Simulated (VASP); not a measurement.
# TiGa12O18 (a cell with a defect) in VASP: single point with PBE

Aim: the single point of TiGa12O18 (a cell with a defect) with PBE.

All numbers are computed with VASP 6.6.1; they aren't measurements. Logs are shortened: lines on timing, memory, paths and dates and some standing lists are left out, and cuts for length are marked.

### Step 1. The cell of the first run

The cell holds a defect, 31 atoms: a = 9.250 Å, b = 5.877 Å, c = 6.416 Å, α = 103.29°, β = 103.90°, γ = 90.00°.

### Step 2. Single point, PBE

Contents of INCAR:

```
PREC = Accurate
ENCUT = 520
EDIFF = 1E-6
ISMEAR = -1
SIGMA = 0.01
LREAL = Auto
LASPH = True
NELM = 120
ALGO = Normal
ISIF = 2
LWAVE = False
LCHARG = False
GGA = PE
NELECT = 274.0
NBANDS = 159
GGA_COMPAT = False
```

Contents of KPOINTS:

```
Automatic mesh
0
Gamma
  2 2 2
  0.5 0.5 0.5
```

Contents of POSCAR:

```
TiGa12O18
1.0
    0.0000000000      9.2496621800      0.0000000000
   -1.3977182400      0.0000000000      5.7085775500
    6.2279771500     -1.5416103600      0.0067278600
Ga O Ti
12 18 1
Direct
    0.1298762500      0.5070251100      0.7333704500
    0.2292448100      0.2957770700      0.3299203100
    0.3242235900      0.1597810900      0.8636323000
    0.0116438200      0.7379359200      0.1070168500
    0.4524204500      0.6550814400      0.6871568400
    0.5575710600      0.2736996600      0.3283033800
    0.6382816200      0.1833857500      0.8229362900
    0.3638422300      0.7640664300      0.1855313800
    0.7625527200      0.6677385500      0.6625744500
    0.8789001200      0.2914382700      0.3360878100
    0.9609080700      0.1715822400      0.8517244600
    0.6943695100      0.7692743900      0.1737905900
    0.1748493500      0.7504215000     -0.0208933500
    0.1633618500      0.2602879000      0.9919167200
    0.3049938800      0.3782641700      0.6757503600
    0.0751560700      0.5237525300      0.4297794600
    0.0589515500      0.1044741300      0.3470086600
    0.2850516900      0.8762765200      0.6538206100
    0.4982567100      0.7236539400      0.0076121100
    0.5145908200      0.2364635400      1.0148239000
    0.6076180800      0.4104721600      0.6506318900
    0.3857658000      0.5379388800      0.3518386200
    0.3822772100      0.0819140600      0.3067178800
    0.6000404600      0.8765515500      0.6555816800
    0.8140051600      0.7496086300     -0.0263515700
    0.8293971100      0.2521497600      1.0183888100
    0.9281191300      0.3968748100      0.6795651900
    0.7297579000      0.5419894200      0.3482343500
    0.7252094000      0.0758289500      0.3431461200
    0.9375085700      0.8783127800      0.6614607200
    1.0834418600      0.8579936000      0.4985470200
```

Potentials or basis: VASP PAW PBE potentials, release 64 (Ga_d, O, Ti_sv).

The run is started by

```sh
> cat potpaw_PBE.64/Ga_d/POTCAR potpaw_PBE.64/O/POTCAR potpaw_PBE.64/Ti_sv/POTCAR > POTCAR
> mpirun -np 1 vasp_std > vasp.out
```

OUTCAR:

```text
PREC = Accurate
   ENCUT = 520
   EDIFF = 1E-6
   ISMEAR = -1
   LREAL = Auto
   LASPH = True
   NELM = 120
   ISIF = 2
   GGA = PE
   NELECT = 274.0

 ion  position               nearest neighbor table
   1  0.130  0.507  0.733-  13 1.83  15 1.87  27 1.90  16 1.92  14 2.41  31 2.80   3 2.86  11 2.86

   2  0.229  0.296  0.330-  23 1.90  17 1.97  22 1.99  14 2.07  16 2.07  15 2.10
   3  0.324  0.160  0.864-  20 1.80  18 1.86  14 1.90  15 1.93   1 2.86
   4  0.012  0.738  0.107-  25 1.83  13 1.89  17 2.31  31 2.37
   5  0.452  0.655  0.687-  19 1.94  24 1.96  18 2.03  22 2.04  21 2.05  15 2.10   9 2.91
   6  0.558  0.274  0.328-  20 1.91  23 1.93  29 1.94  21 1.98  28 2.20  22 2.23
   7  0.638  0.183  0.823-  20 1.85  24 1.86  26 1.89  21 1.90
   8  0.364  0.764  0.186-  23 1.84  19 1.86  22 1.87  13 1.91
   9  0.763  0.668  0.663-  25 1.88  28 1.93  24 1.94  30 2.04  21 2.06  27 2.21   5 2.91
  10  0.879  0.291  0.336-  29 1.92  26 1.94  17 1.99  28 2.02  27 2.08  16 2.15
  11  0.961  0.172  0.852-  26 1.80  30 1.85  14 1.89  27 1.89   1 2.86
  12  0.694  0.769  0.174-  19 1.85  29 1.86  25 1.87  28 1.91
  13  0.175  0.750  0.979-   1 1.83   4 1.89   8 1.91
  14  0.163  0.260  0.992-  11 1.89   3 1.90   2 2.07   1 2.41
  15  0.305  0.378  0.676-   1 1.87   3 1.93   2 2.10   5 2.10
  16  0.075  0.524  0.430-  31 1.91   1 1.92   2 2.07  10 2.15
  17  0.059  0.104  0.347-  31 1.91   2 1.97  10 1.99   4 2.31
  18  0.285  0.876  0.654-   3 1.86  31 1.88   5 2.03
  19  0.498  0.724  0.008-  12 1.85   8 1.86   5 1.94
  20  0.515  0.236  0.015-   3 1.80   7 1.85   6 1.91
  21  0.608  0.410  0.651-   7 1.90   6 1.98   5 2.05   9 2.06
  22  0.386  0.538  0.352-   8 1.87   2 1.99   5 2.04   6 2.23
  23  0.382  0.082  0.307-   8 1.84   2 1.90   6 1.93
  24  0.600  0.877  0.656-   7 1.86   9 1.94   5 1.96
  25  0.814  0.750  0.974-   4 1.83  12 1.87   9 1.88
  26  0.829  0.252  0.018-  11 1.80   7 1.89  10 1.94
  27  0.928  0.397  0.680-  11 1.89   1 1.90  10 2.08   9 2.21
  28  0.730  0.542  0.348-  12 1.91   9 1.93  10 2.02   6 2.20
  29  0.725  0.076  0.343-  12 1.86  10 1.92   6 1.94
  30  0.938  0.878  0.661-  11 1.85  31 1.88   9 2.04
  31  0.083  0.858  0.499-  18 1.88  30 1.88  17 1.91  16 1.91   4 2.37   1 2.80

  LATTYP: Found a triclinic cell.
 ALAT       =     5.8771994966
 B/A-ratio  =     1.6412011407
 C/A-ratio  =     2.7541529852
 COS(alpha) =     0.0064926560
 COS(beta)  =     0.5439765005
 COS(gamma) =     0.7621873503

  Lattice vectors:

 A1 = (   1.3977182400,   0.0000000000,  -5.7085775500)
 A2 = (   7.6256953900,  -1.5416103600,  -5.7018496900)
 A3 = (  -9.6605178200,  -6.1664414600, -11.4306108200)

Analysis of symmetry for initial positions (statically):
=====================================================================
 Subroutine PRICEL returns:
 Original cell was already a primitive cell.

 Routine SETGRP: Setting up the symmetry group for a
 triclinic supercell.

 Subroutine GETGRP returns: Found  1 space group operations
 (whereof  1 operations were pure point group operations)
 out of a pool of  2 trial point group operations.

The static configuration has the point symmetry C_1 .

Analysis of symmetry for dynamics (positions and initial velocities):
=====================================================================
 Subroutine PRICEL returns:
 Original cell was already a primitive cell.

 Routine SETGRP: Setting up the symmetry group for a
 triclinic supercell.

 Subroutine GETGRP returns: Found  1 space group operations
 (whereof  1 operations were pure point group operations)
 out of a pool of  2 trial point group operations.

The dynamic configuration has the point symmetry C_1 .

 Subroutine INISYM returns: Found  1 space group operations
 (whereof  1 operations are pure point group operations),
 and found     1 'primitive' translations

----------------------------------------------------------------------------------------

                                     Primitive cell

  volume of cell :     328.9392

  direct lattice vectors                    reciprocal lattice vectors
     0.000000000  9.249662180  0.000000000     0.026753887  0.108112056  0.006550563
    -1.397718240  0.000000000  5.708577550    -0.000189185  0.000000000  0.175128666
     6.227977150 -1.541610360  0.006727860     0.160523321  0.000000000  0.039303377

  length of vectors
     9.249662180  5.877199497  6.415941641     0.111565663  0.175128768  0.165264914

  position of ions in fractional coordinates (direct lattice)
     0.129876250  0.507025110  0.733370450
     0.229244810  0.295777070  0.329920310
     0.324223590  0.159781090  0.863632300
     0.011643820  0.737935920  0.107016850
     0.452420450  0.655081440  0.687156840
     0.557571060  0.273699660  0.328303380
[... 23 lines left out ...]
     0.937508570  0.878312780  0.661460720
     0.083441860  0.857993600  0.498547020

  ion indices of the primitive-cell ions
   primitive index   ion index
                 1           1
                 2           2
                 3           3
                 4           4
                 5           5
                 6           6
[... 23 lines left out ...]
                30          30
                31          31

----------------------------------------------------------------------------------------

 KPOINTS: Automatic mesh

Automatic generation of k-mesh.
 Grid dimensions read from file:
 generate k-points for:    2    2    2

 Generating k-lattice:

  Cartesian coordinates                     Fractional coordinates (reciprocal lattice)
     0.013376943  0.054056028  0.003275281     0.500000000  0.000000000  0.000000000
    -0.000094593  0.000000000  0.087564333     0.000000000  0.500000000  0.000000000
     0.080261660  0.000000000  0.019651688     0.000000000 -0.000000000  0.500000000

  Length of vectors
     0.055782831  0.087564384  0.082632457

  Shift w.r.t. Gamma in fractional coordinates (k-lattice)
     0.500000000  0.500000000  0.500000000

 Subroutine IBZKPT returns following result:
 ===========================================

 Found      4 irreducible k-points:

 Following reciprocal coordinates:
            Coordinates               Weight
  0.250000  0.250000  0.250000      2.000000
 -0.250000  0.250000  0.250000      2.000000
  0.250000 -0.250000  0.250000      2.000000
 -0.250000 -0.250000  0.250000      2.000000
   k-points           NKPTS =      4   k-points in BZ     NKDIM =      4   number of bands    NBANDS=    159
   number of dos      NEDOS =    301   number of ions     NIONS =     31
   total plane-waves  NPLWV = 161280
   dimension x,y,z NGX =    70 NGY =   48 NGZ =   48
   dimension x,y,z NGXF=   140 NGYF=   96 NGZF=   96
   ions per type =              12  18   1
   NGX,Y,Z   is equivalent  to a cutoff of  12.58, 13.58, 12.44 a.u.
   NGXF,Y,Z  is equivalent  to a cutoff of  25.16, 27.16, 24.87 a.u.
 SYSTEM =  unknown system
   PREC   = accura    normal or accurate (medium, high low for compatibility)
   ISTART =      0    job   : 0-new  1-cont  2-samecut
   ICHARG =      2    charge: 1-file 2-atom 10-const
   ISPIN  =      1    spin polarized calculation?
   LNONCOLLINEAR =      F non collinear calculations
   LSORBIT =      F    spin-orbit coupling
   LASPH  =      T    aspherical Exc in radial PAW
   ENCUT  =  520.0 eV  38.22 Ry    6.18 a.u.  17.20 10.93 11.93*2*pi/ulx,y,z
   NELM   =    120;   NELMIN=  2; NELMDL= -5     # of ELM steps
   EDIFF  = 0.1E-05   stopping-criterion for ELM
   LREAL  =      T    real-space projection
   EDIFFG = 0.1E-04   stopping-criterion for IOM
   NSW    =      0    number of steps for IOM
   IBRION =     -1    ionic relax: 0-MD 1-quasi-New 2-CG
   NFREE  =      0    steps in history (QN), initial steepest desc. (CG)
   ISIF   =      2    stress and relaxation
   ISYM   =      2    0-nonsym 1-usesym 2-fastsym
   POTIM  = 0.5000    time-step for ionic-motion
   TEBEG  =    0.0;   TEEND  =   0.0 temperature during run
   PSTRESS=    0.0 pullay stress
   NELECT =     274.0000    total number of electrons
   NUPDOWN=      -1.0000    fix difference up-down
   EMIN   =  10.00;   EMAX   =-10.00  energy-range for DOS
   EFERMI =   0.00;   METHOD = LEGACY
   ISMEAR =    -1;   SIGMA  =   0.01  broadening in eV -4-tet -1-fermi 0-gaus
   EFERMI_NEDOS =   21; number of points for ismear=-14 and -15
   IALGO  =     38    algorithm
   IMIX   =      4    mixing-type and parameters
     AMIX     =   0.40;   BMIX     =  1.00
     AMIX_MAG =   1.60;   BMIX_MAG =  1.00
  volume/ion in A,a.u.               =      10.61        71.61
  Fermi-wavevector in a.u.,A,eV,Ry     =   1.540351  2.910842 32.282304  2.372682
  Thomas-Fermi vector in A             =   2.646451
   LORBIT       =      0    0 simple, 1 ext, 2 COOP (PROOUT), +10 PAW based schemes
   GGA     = PE    functional components
   LHFCALC =     F    Hartree Fock is set to
   AEXX    =    0.0000 exact exchange contribution
   IVDW    =     0    specifies the selected vdW correction
   LEPSILON=     F    determine dielectric tensor
   LRPA    =     F    only Hartree local field effects (RPA)
 non-spin polarized calculation
  energy-cutoff  :      520.00
  volume of cell :      328.94
 maximum number of plane-waves:      8867
 NGX is ok and might be reduce to    70
   NGX = 35   NGY = 21   NGZ = 23

 number of electron     274.0000037 magnetization

 Free energy of the ion-electron system (eV)
  ---------------------------------------------------
  ext. energy  EPLUGINS =         0.00000000
  ---------------------------------------------------
  free energy    TOTEN  =      -197.85256370 eV

  energy without entropy =     -197.85256370  energy(sigma->0) =     -197.85256370

 E-fermi :   6.3594     XC(G=0): -11.5906

 val. band max:        5.9542058286   @ k =   0.2500   0.2500   0.2500
 cond. band min:       7.4785344401   @ k =  -0.2500  -0.2500   0.2500
 fundamental gap:      1.5243286115
 Fermi energy:         6.3594074447

 k-point     1 :       0.2500    0.2500    0.2500
  band No.  band energies     occupation
      1     -51.4796      2.00000
      2     -27.9990      2.00000
      3     -27.9051      2.00000
      4     -27.6514      2.00000
      5     -14.5242      2.00000
      6     -14.2041      2.00000
[... 597 lines left out ...]
    148      10.3614      0.00000
    149      10.4285      0.00000
 [bands above 149 left out]

------------------------ aborting loop because EDIFF is reached ----------------------------------------

  FORCE on cell =-STRESS in cart. coord.  units (eV):
  Direction    XX          YY          ZZ          XY          YZ          ZX
  --------------------------------------------------------------------------------------
  -------------------------------------------------------------------------------------
  Total        0.7912348     -1.3197745      1.8556749     -0.0144579     -1.1077562      0.3641814
  in kB        3.8538987     -6.4282782      9.0385099     -0.0704208     -5.3955923      1.7738327
  external PRESSURE =       2.1547102 kB  Pullay stress =       0.0000000 kB

 VOLUME and BASIS-vectors are now :
 -----------------------------------------------------------------------------
  energy-cutoff  :      520.00
  volume of cell :      328.94
      direct lattice vectors                 reciprocal lattice vectors
     0.000000000  9.249662180  0.000000000     0.026753887  0.108112056  0.006550563
    -1.397718240  0.000000000  5.708577550    -0.000189185  0.000000000  0.175128666
     6.227977150 -1.541610360  0.006727860     0.160523321  0.000000000  0.039303377

 POSITION                                       TOTAL-FORCE (eV/Angst)
 -----------------------------------------------------------------------------------
      3.85874      0.07074      2.89933         0.091694      0.005438     -0.017929
      1.64132      1.61183      1.69069        -0.016217      0.089812      0.017452
      5.15535      1.66757      0.91793         0.016707      0.001743     -0.009514
     -0.36493     -0.05728      4.21328        -0.131106     -0.019795     -0.056403
      3.36398      3.12541      3.74421         0.000125      0.020740     -0.002521
      1.66211      4.65123      1.56464         0.004152     -0.008466      0.006561
[... 23 lines left out ...]
      2.89193      7.65192      5.01837        -0.057052      0.006281     -0.025753
      1.90571      0.00324      4.90128         0.143014      0.036189      0.058312
 -----------------------------------------------------------------------------------
    total drift:                               -0.006038     -0.003870      0.003702

  FREE ENERGIE OF THE ION-ELECTRON SYSTEM (eV)
  ---------------------------------------------------
  free  energy   TOTEN  =      -197.8525636983 eV

  energy  without entropy=     -197.8525636983  energy(sigma->0) =     -197.85256370
```

Run time: 11 min. Hardware: 1 thread of Intel Xeon Platinum 8259CL at 2.50GHz (Skylake/Cascade Lake), shared host; peak memory 0.46 GiB.

Results:

```yaml
Free_energy: -197.8526 eV
Largest_force: 0.180 eV/Å
```

Forces in eV/Å, atoms in the order of the input:
```
Ga   0.092  0.005 -0.018
Ga  -0.016  0.090  0.017
Ga   0.017  0.002 -0.010
Ga  -0.131 -0.020 -0.056
Ga   0.000  0.021 -0.003
Ga   0.004 -0.008  0.007
Ga  -0.022 -0.019 -0.029
Ga   0.023  0.050  0.014
Ga  -0.035 -0.015  0.002
Ga  -0.017 -0.072 -0.008
Ga   0.012 -0.013  0.005
Ga   0.020 -0.008  0.022
O    0.018 -0.038  0.060
O   -0.018 -0.077  0.050
O   -0.002 -0.032 -0.019
O   -0.130 -0.007  0.125
O    0.025 -0.017 -0.139
O   -0.007 -0.024 -0.007
O   -0.019  0.021 -0.010
O    0.013  0.023 -0.001
O    0.013 -0.021  0.006
O   -0.002  0.001 -0.012
O    0.000 -0.029 -0.038
O   -0.023 -0.020  0.037
O    0.027  0.069 -0.018
O    0.032  0.040  0.004
O    0.007  0.068 -0.007
O    0.002 -0.005  0.022
O    0.031 -0.006 -0.029
O   -0.057  0.006 -0.026
Ti   0.143  0.036  0.058
```

Caveat: the k points lie up to 0.55 Å⁻¹ apart; the cell carries a net charge on a neutralising background, which shifts energy and pressure; the cell is charged against a uniform background, so pressure and absolute levels hang on convention.
